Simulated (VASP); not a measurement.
# Y (Immm) in VASP: further runs

Runs on Y. Level: r2SCAN. Tasks: single point.

Everything below comes from runs of VASP 6.6.1. Logs are shortened: lines on timing, memory, paths and dates and some standing lists are left out, and cuts for length are marked.

## 1. The cell of the first run

It takes space group Immm (No. 71, orthorhombic). Conventional cell: a = 3.497 Å, b = 3.532 Å, c = 4.970 Å, α = 90.00°, β = 90.00°, γ = 90.00°. Y (site symmetry mmm) has 12 Y at 3.50 to 3.53 Å within 4.6 Å.

This isn't the form of Y at room conditions, which is hcp.

## 2. Single point, r2SCAN (strain +0.0100 x Voigt [0, 0, 0, 1, 0, 0])

Contents of POSCAR:

```
Y
1.0
    0.0000000000      2.4974250000      2.4974250000
    2.4850000000      0.0124250000      2.4850000000
    2.4850000000      2.4850000000      0.0124250000
Y
1
Direct
    0.0000000000      0.0000000000      0.0000000000
```

Contents of INCAR.step1:

```
SYSTEM = Y
PREC     = Accurate       ! precision mode
ENCUT    = 520            ! plane-wave cutoff, eV
ISMEAR   = 0              ! smearing method
SIGMA    = 0.15           ! smearing width, eV
LREAL    = .FALSE.        ! projectors in reciprocal space
LASPH    = .TRUE.         ! aspherical terms in the spheres
NELM     = 80             ! most SCF steps
NBANDS   = 12             ! bands
GGA      = PE             ! functional
ALGO     = Normal         ! electronic algorithm
EDIFF    = 1E-4           ! SCF threshold, eV
LWAVE    = .TRUE.         ! write WAVECAR
LCHARG   = .FALSE.        ! write CHGCAR
```

Contents of INCAR.step2:

```
SYSTEM = Y
PREC     = Accurate       ! precision mode
ENCUT    = 520            ! plane-wave cutoff, eV
EDIFF    = 1E-7           ! SCF threshold, eV
ISMEAR   = 0              ! smearing method
SIGMA    = 0.15           ! smearing width, eV
LREAL    = .FALSE.        ! projectors in reciprocal space
LASPH    = .TRUE.         ! aspherical terms in the spheres
NELM     = 80             ! most SCF steps
ALGO     = Normal         ! electronic algorithm
ISIF     = 2              ! what is computed and relaxed
LWAVE    = .FALSE.        ! write WAVECAR
LCHARG   = .FALSE.        ! write CHGCAR
METAGGA  = R2SCAN         ! meta-GGA
LMIXTAU  = .TRUE.       
NBANDS   = 12             ! bands
ISTART   = 1
```

Contents of KPOINTS:

```
regular mesh
0
G
  16 16 16
  0 0 0
```

Potentials or basis: VASP PAW PBE potentials, release 64 (Y_sv).

Command:

```
$ cat potpaw_PBE.64/Y_sv/POTCAR > POTCAR
$ cp INCAR.step1 INCAR
$ mpirun -np 1 vasp_std > vasp.out
$ cp INCAR.step2 INCAR
$ mpirun -np 1 vasp_std > vasp.out
```

OUTCAR:

```text
SYSTEM = Y
   PREC = Accurate
   ENCUT = 520
   EDIFF = 1E-7
   ISMEAR = 0
   LREAL = .FALSE.
   LASPH = .TRUE.
   NELM = 80
   ISIF = 2
   METAGGA = R2SCAN
   ISTART = 1

 ion  position               nearest neighbor table
   1  0.000  0.000  0.000-

  LATTYP: Found a body centered orthorhombic cell.
 ALAT       =     3.4967490990
 B/A-ratio  =     1.0100502513
 C/A-ratio  =     1.4213201632

  Lattice vectors:

 A1 = (  -2.4850000000,   2.4850000000,   0.0124250000)
 A2 = (  -2.4850000000,  -2.4850000000,  -0.0124250000)
 A3 = (   2.4850000000,   0.0124250000,   2.4850000000)

Analysis of symmetry for initial positions (statically):
=====================================================================
 Subroutine PRICEL returns:
 Original cell was already a primitive cell.

 Routine SETGRP: Setting up the symmetry group for a
 body centered orthorhombic supercell.

 Subroutine GETGRP returns: Found  8 space group operations
 (whereof  8 operations were pure point group operations)
 out of a pool of  8 trial point group operations.

The static configuration has the point symmetry D_2h.

Analysis of symmetry for dynamics (positions and initial velocities):
=====================================================================
 Subroutine PRICEL returns:
 Original cell was already a primitive cell.

 Routine SETGRP: Setting up the symmetry group for a
 body centered orthorhombic supercell.

 Subroutine GETGRP returns: Found  8 space group operations
 (whereof  8 operations were pure point group operations)
 out of a pool of  8 trial point group operations.

The dynamic configuration has the point symmetry D_2h.

 Subroutine INISYM returns: Found  8 space group operations
 (whereof  8 operations are pure point group operations),
 and found     1 'primitive' translations

----------------------------------------------------------------------------------------

                                     Primitive cell

  volume of cell :      30.6901

  direct lattice vectors                    reciprocal lattice vectors
     0.000000000  2.497425000  2.497425000    -0.201207243  0.200206212  0.200206212
     2.485000000  0.012425000  2.485000000     0.201207243 -0.202218335  0.202218335
     2.485000000  2.485000000  0.012425000     0.201207243  0.202218335 -0.202218335

  length of vectors
     3.531892306  3.514342667  3.514342667     0.347346239  0.349669651  0.349669651

  position of ions in fractional coordinates (direct lattice)
     0.000000000  0.000000000  0.000000000

  ion indices of the primitive-cell ions
   primitive index   ion index
                 1           1

----------------------------------------------------------------------------------------

 KPOINTS: regular mesh

Automatic generation of k-mesh.
 Grid dimensions read from file:
 generate k-points for:   16   16   16

 Generating k-lattice:

  Cartesian coordinates                     Fractional coordinates (reciprocal lattice)
    -0.012575453  0.012512888  0.012512888     0.062500000  0.000000000  0.000000000
     0.012575453 -0.012638646  0.012638646     0.000000000  0.062500000 -0.000000000
     0.012575453  0.012638646 -0.012638646     0.000000000  0.000000000  0.062500000

  Length of vectors
     0.021709140  0.021854353  0.021854353

  Shift w.r.t. Gamma in fractional coordinates (k-lattice)
     0.000000000  0.000000000  0.000000000

 Subroutine IBZKPT returns following result:
 ===========================================

 Found    621 irreducible k-points:

 Following reciprocal coordinates:
            Coordinates               Weight
  0.000000  0.000000  0.000000      1.000000
  0.062500  0.000000  0.000000      4.000000
  0.125000  0.000000  0.000000      4.000000
  0.187500  0.000000  0.000000      4.000000
  0.250000  0.000000  0.000000      4.000000
  0.312500  0.000000  0.000000      4.000000
[... 16 lines left out ...]
 -0.187500  0.062500 -0.000000      8.000000
 -0.125000  0.062500 -0.000000      8.000000
 [... further k-points ...]
   k-points           NKPTS =    621   k-points in BZ     NKDIM =    621   number of bands    NBANDS=     12
   number of dos      NEDOS =    301   number of ions     NIONS =      1
   total plane-waves  NPLWV =  21952
   dimension x,y,z NGX =    28 NGY =   28 NGZ =   28
   dimension x,y,z NGXF=    56 NGYF=   56 NGZF=   56
   ions per type =               1
   NGX,Y,Z   is equivalent  to a cutoff of  13.18, 13.25, 13.25 a.u.
   NGXF,Y,Z  is equivalent  to a cutoff of  26.36, 26.49, 26.49 a.u.
 SYSTEM =  Y
   PREC   = accura    normal or accurate (medium, high low for compatibility)
   ISTART =      1    job   : 0-new  1-cont  2-samecut
   ICHARG =      0    charge: 1-file 2-atom 10-const
   ISPIN  =      1    spin polarized calculation?
   LNONCOLLINEAR =      F non collinear calculations
   LSORBIT =      F    spin-orbit coupling
   LASPH  =      T    aspherical Exc in radial PAW
   ENCUT  =  520.0 eV  38.22 Ry    6.18 a.u.   6.57  6.53  6.53*2*pi/ulx,y,z
   NELM   =     80;   NELMIN=  2; NELMDL=  0     # of ELM steps
   EDIFF  = 0.1E-06   stopping-criterion for ELM
   LREAL  =      F    real-space projection
   EDIFFG = 0.1E-05   stopping-criterion for IOM
   NSW    =      0    number of steps for IOM
   IBRION =     -1    ionic relax: 0-MD 1-quasi-New 2-CG
   NFREE  =      0    steps in history (QN), initial steepest desc. (CG)
   ISIF   =      2    stress and relaxation
   ISYM   =      2    0-nonsym 1-usesym 2-fastsym
   POTIM  = 0.5000    time-step for ionic-motion
   TEBEG  =    0.0;   TEEND  =   0.0 temperature during run
   PSTRESS=    0.0 pullay stress
   NELECT =      11.0000    total number of electrons
   NUPDOWN=      -1.0000    fix difference up-down
   EMIN   =  10.00;   EMAX   =-10.00  energy-range for DOS
   EFERMI =   0.00;   METHOD = LEGACY
   ISMEAR =     0;   SIGMA  =   0.15  broadening in eV -4-tet -1-fermi 0-gaus
   EFERMI_NEDOS =   21; number of points for ismear=-14 and -15
   IALGO  =     38    algorithm
   IMIX   =      4    mixing-type and parameters
     AMIX     =   0.40;   BMIX     =  1.00
     AMIX_MAG =   1.60;   BMIX_MAG =  1.00
  volume/ion in A,a.u.               =      30.69       207.11
  Fermi-wavevector in a.u.,A,eV,Ry     =   1.162893  2.197548 18.399421  1.352319
  Thomas-Fermi vector in A             =   2.299449
   LORBIT       =      0    0 simple, 1 ext, 2 COOP (PROOUT), +10 PAW based schemes
   METAGGA = R2SCAN    functional components
   LHFCALC =     F    Hartree Fock is set to
   AEXX    =    0.0000 exact exchange contribution
   IVDW    =     0    specifies the selected vdW correction
   LEPSILON=     F    determine dielectric tensor
   LRPA    =     F    only Hartree local field effects (RPA)
 non-spin polarized calculation
 Gauss-broadening in eV      SIGMA  =   0.15
  energy-cutoff  :      520.00
  volume of cell :       30.69
 maximum number of plane-waves:       869
   NGX = 13   NGY = 13   NGZ = 13

 number of electron      11.0000000 magnetization

 Free energy of the ion-electron system (eV)
  ---------------------------------------------------
  ext. energy  EPLUGINS =         0.00000000
  ---------------------------------------------------
  free energy    TOTEN  =       -20.20503202 eV

  energy without entropy =      -20.18868650  energy(sigma->0) =      -20.19685926

 E-fermi :   3.4393     XC(G=0): -10.3659

 val. band max:        3.4341745452   @ k =  -0.3125   0.2500   0.0625
 cond. band min:       3.4417279609   @ k =   0.3750  -0.1875   0.0625
 fundamental gap:      0.0075534157
 Fermi energy:         3.4392686059

 k-point     1 :       0.0000    0.0000    0.0000
  band No.  band energies     occupation
      1     -40.5927      2.00000
      2     -19.5822      2.00000
      3     -19.5787      2.00000
      4     -19.5750      2.00000
      5      -1.6402      2.00000
      6       5.4905      0.00000
      7       5.5487      0.00000
      8       5.6110      0.00000
      9       7.8427      0.00000
     10       7.8430      0.00000
     11      12.9043      0.00000
     12      16.5487      0.00000

 k-point     2 :       0.0625    0.0000    0.0000
  band No.  band energies     occupation
      1     -40.5893      2.00000
      2     -19.6101      2.00000
      3     -19.5831      2.00000
      4     -19.5785      2.00000
      5      -1.5326      2.00000
      6       5.3729      0.00000
      7       5.5807      0.00000
      8       5.6617      0.00000
      9       7.7804      0.00000
     10       7.7819      0.00000
     11      13.1641      0.00000
     12      16.0728      0.00000

 k-point     3 :       0.1250    0.0000    0.0000
  band No.  band energies     occupation
      1     -40.5796      2.00000
      2     -19.6919      2.00000
      3     -19.5927      2.00000
      4     -19.5885      2.00000
      5      -1.2212      2.00000
      6       5.0370      0.00000
      7       5.6977      0.00000
      8       5.7872      0.00000
      9       7.6479      0.00000
     10       7.6539      0.00000
     11      13.8134      0.00000
     12      15.1980      0.00000
[... 286 lines left out ...]
 k-point    23 :      -0.1875    0.0625   -0.0000
  band No.  band energies     occupation
      1     -40.5569      2.00000
      2     -19.8639      2.00000
      3     -19.6372      2.00000
      4     -19.6041      2.00000
      5      -0.4626      2.00000
      6       4.4358      0.00000
      7       5.7938      0.00000
      8       5.9481      0.00000
      9       7.2383      0.00000
     10       7.9903      0.00000
     11      13.9230      0.00000
     12      15.4723      0.00000

 k-point    24 :      -0.1250    0.0625   -0.0000
  band No.  band energies     occupation
      1     -40.5723      2.00000
      2     -19.7404      2.00000
      3     -19.6170      2.00000
      4     -19.5908      2.00000
      5      -0.9853      2.00000
      6       4.8306      0.00000
      7       5.7708      0.00000
      8       5.8609      0.00000
      9       7.3087      0.00000
     10       7.8403      0.00000
     11      14.2549      0.00000
     12      15.0070      0.00000

 [... further k-points ...]

------------------------ aborting loop because EDIFF is reached ----------------------------------------

  FORCE on cell =-STRESS in cart. coord.  units (eV):
  Direction    XX          YY          ZZ          XY          YZ          ZX
  --------------------------------------------------------------------------------------
  -------------------------------------------------------------------------------------
  Total        0.6529767      0.6534241      0.6534241      0.0000000     -0.0631216      0.0000000
  in kB       34.0886613     34.1120202     34.1120202      0.0000000     -3.2952633      0.0000000
  external PRESSURE =      34.1042339 kB  Pullay stress =       0.0000000 kB

 VOLUME and BASIS-vectors are now :
 -----------------------------------------------------------------------------
  energy-cutoff  :      520.00
  volume of cell :       30.69
      direct lattice vectors                 reciprocal lattice vectors
     0.000000000  2.497425000  2.497425000    -0.201207243  0.200206212  0.200206212
     2.485000000  0.012425000  2.485000000     0.201207243 -0.202218335  0.202218335
     2.485000000  2.485000000  0.012425000     0.201207243  0.202218335 -0.202218335

 POSITION                                       TOTAL-FORCE (eV/Angst)
 -----------------------------------------------------------------------------------
      0.00000      0.00000      0.00000        -0.000000     -0.000000     -0.000000
 -----------------------------------------------------------------------------------
    total drift:                               -0.000000     -0.000000     -0.000000

  FREE ENERGIE OF THE ION-ELECTRON SYSTEM (eV)
  ---------------------------------------------------
  free  energy   TOTEN  =       -20.2050320197 eV

  energy  without entropy=      -20.1886864961  energy(sigma->0) =      -20.19685926
```

It took 8 min on 1 thread of Intel Xeon 6975P-C (Granite Rapids), shared host; peak memory 0.39 GiB.

Results:

```yaml
Free_energy: -20.2050 eV
Pressure: 3.4 GPa
Band_gap_on_the_k_mesh: zero (an odd number of electrons rules out a gap without spin polarisation)
```

Caveat: the cell differs from its parent crystal (strain +0.0100 x Voigt [0, 0, 0, 1, 0, 0]); the cell stands under pressure; the PAW data sets were made with another functional, which shifts forces and pressure a little.

## 3. Single point, r2SCAN (strain +0.0350 x Voigt [0, 0, 0, 1, 0, 0])

Contents of POSCAR:

```
Y
1.0
    0.0000000000      2.5284875000      2.5284875000
    2.4850000000      0.0434875000      2.4850000000
    2.4850000000      2.4850000000      0.0434875000
Y
1
Direct
    0.0000000000      0.0000000000      0.0000000000
```

Contents of INCAR.step1:

```
  PREC = Accurate
  ENCUT = 520
  ISMEAR = 0
  SIGMA = 0.15
  LREAL = False
  LASPH = True
  NELM = 60
  NBANDS = 12
  GGA = PE
  ALGO = Normal
  EDIFF = 1E-4
  LWAVE = True
  LCHARG = False
```

Contents of INCAR.step2:

```
  PREC = Accurate
  ENCUT = 520
  EDIFF = 1E-6
  ISMEAR = 0
  SIGMA = 0.15
  LREAL = False
  LASPH = True
  NELM = 60
  ALGO = Normal
  ISIF = 2
  LWAVE = False
  LCHARG = False
  METAGGA = R2SCAN
  LMIXTAU = True
  NBANDS = 12
  ISTART = 1
```

Contents of KPOINTS:

```
regular mesh
0
Gamma
  16 16 16
```

Potentials or basis: VASP PAW PBE potentials, release 64 (Y_sv).

Command:

```
$ cat potpaw_PBE.64/Y_sv/POTCAR > POTCAR
$ cp INCAR.step1 INCAR
$ mpirun -np 1 vasp_std > vasp.out
$ cp INCAR.step2 INCAR
$ mpirun -np 1 vasp_std > vasp.out
```

Wall time 7.2 min (1 thread of Intel Xeon 6975P-C (Granite Rapids), shared host); peak memory 0.38 GiB.

It converged, with:

* Free energy: -20.2013 eV
* Pressure: 3.5 GPa
* Band gap on the k mesh: zero (an odd number of electrons rules out a gap without spin polarisation)

Stress tensor (GPa, compression positive):
```
 3.43  0.00  0.00
 0.00  3.46 -1.16
 0.00 -1.16  3.46
```

Levels at points of the mesh, in eV from the Fermi level:
| k point | band 1 | band 2 | band 3 | band 4 | band 5 | band 6 | band 7 | band 8 | band 9 | band 10 |
| --- | --- | --- | --- | --- | --- | --- | --- | --- | --- | --- |
| (0.00, 0.00, 0.00) | -44.03 | -23.03 | -23.02 | -23.00 | -5.08 | 1.91 | 2.09 | 2.33 | 4.41 | 4.42 |
| (0.50, 0.00, 0.00) | -43.95 | -23.73 | -23.10 | -23.09 | -2.10 | 0.51 | 1.79 | 2.13 | 5.82 | 6.05 |
| (0.00, 0.50, 0.00) | -43.93 | -23.76 | -23.12 | -23.12 | -2.06 | 0.76 | 1.69 | 2.02 | 5.91 | 6.10 |
| (0.50, 0.50, 0.00) | -43.91 | -23.70 | -23.27 | -23.27 | -1.95 | -0.97 | 2.32 | 5.97 | 6.41 | 6.45 |
| (0.00, 0.50, 0.50) | -43.91 | -23.69 | -23.30 | -23.24 | -1.96 | -0.97 | 2.31 | 6.02 | 6.41 | 6.44 |

Caveat: the cell differs from its parent crystal (strain +0.0350 x Voigt [0, 0, 0, 1, 0, 0]); the cell stands under pressure; the PAW data sets were made with another functional, which shifts forces and pressure a little.

## 4. Single point, r2SCAN (strain +0.0250 x Voigt [0, 0, 0, 1, 0, 0])

Contents of POSCAR:

```
Y
1.0
    0.0000000000      2.5160625000      2.5160625000
    2.4850000000      0.0310625000      2.4850000000
    2.4850000000      2.4850000000      0.0310625000
Y
1
Direct
    0.0000000000      0.0000000000      0.0000000000
```

Contents of INCAR.step1:

```
  ALGO = Normal
  EDIFF = 1E-4
  ENCUT = 520
  GGA = PE
  ISMEAR = 0
  LASPH = True
  LCHARG = False
  LREAL = False
  LWAVE = True
  NBANDS = 12
  NELM = 100
  PREC = Accurate
  SIGMA = 0.15
```

Contents of INCAR.step2:

```
  ALGO = Normal
  EDIFF = 1E-6
  ENCUT = 520
  ISIF = 2
  ISMEAR = 0
  ISTART = 1
  LASPH = True
  LCHARG = False
  LMIXTAU = True
  LREAL = False
  LWAVE = False
  METAGGA = R2SCAN
  NBANDS = 12
  NELM = 100
  PREC = Accurate
  SIGMA = 0.15
```

Contents of KPOINTS:

```
k-points
0
Gamma
  16 16 16
```

Command:

```
$ cat potpaw_PBE.64/Y_sv/POTCAR > POTCAR
$ cp INCAR.step1 INCAR
$ mpirun -np 1 vasp_std > vasp.out
$ cp INCAR.step2 INCAR
$ mpirun -np 1 vasp_std > vasp.out
```

It took 7.7 min on 1 thread of Intel Xeon 6975P-C (Granite Rapids), shared host; peak memory 0.39 GiB.

Results (log left out):

```
Free energy            : -20.2033 eV
Pressure               : 3.4 GPa
Band gap on the k mesh : zero (an odd number of electrons rules out a gap without spin polarisation)
```

Stress tensor (GPa, compression positive):
```
 3.42  0.00  0.00
 0.00  3.44 -0.83
 0.00 -0.83  3.44
```

Levels at points of the mesh, in eV from the Fermi level:
```tsv
k point	band 3	band 4	band 5	band 6	band 7	band 8
(0.00, 0.00, 0.00)	-23.02	-23.01	-5.08	1.96	2.10	2.26
(0.50, 0.00, 0.00)	-23.10	-23.10	-2.09	0.54	1.82	2.06
(0.00, 0.50, 0.00)	-23.12	-23.12	-2.06	0.72	1.75	1.99
(0.50, 0.50, 0.00)	-23.27	-23.27	-1.96	-0.97	2.32	5.99
(0.00, 0.50, 0.50)	-23.29	-23.25	-1.96	-0.97	2.31	6.02
```

Caveat: the cell differs from its parent crystal (strain +0.0250 x Voigt [0, 0, 0, 1, 0, 0]); the cell stands under pressure; the PAW data sets were made with another functional, which shifts forces and pressure a little.

## 5. The runs side by side

```tsv
cell	gap on the mesh (eV)	pressure (GPa)
a = 3.532, b = 3.514, c = 3.514 Å, angles 59.7, 59.8, 59.8°, 1 atom	none	3.4
a = 3.576, b = 3.515, c = 3.515 Å, angles 58.8, 59.4, 59.4°, 1 atom	none	3.5
a = 3.558, b = 3.514, c = 3.514 Å, angles 59.2, 59.6, 59.6°, 1 atom	none	3.4
```

Alike in all rows: task single point; level r2SCAN; potentials or basis VASP PAW PBE potentials, release 64 (Y_sv); no spin polarisation; k mesh 16 × 16 × 16; cutoff (eV) 520; smearing gaussian 0.15 eV.

Caveats: the cell stands under pressure; the PAW data sets were made with another functional, which shifts forces and pressure a little.

Total energies depend on the potentials used, so only differences within one code and one set of settings carry meaning.
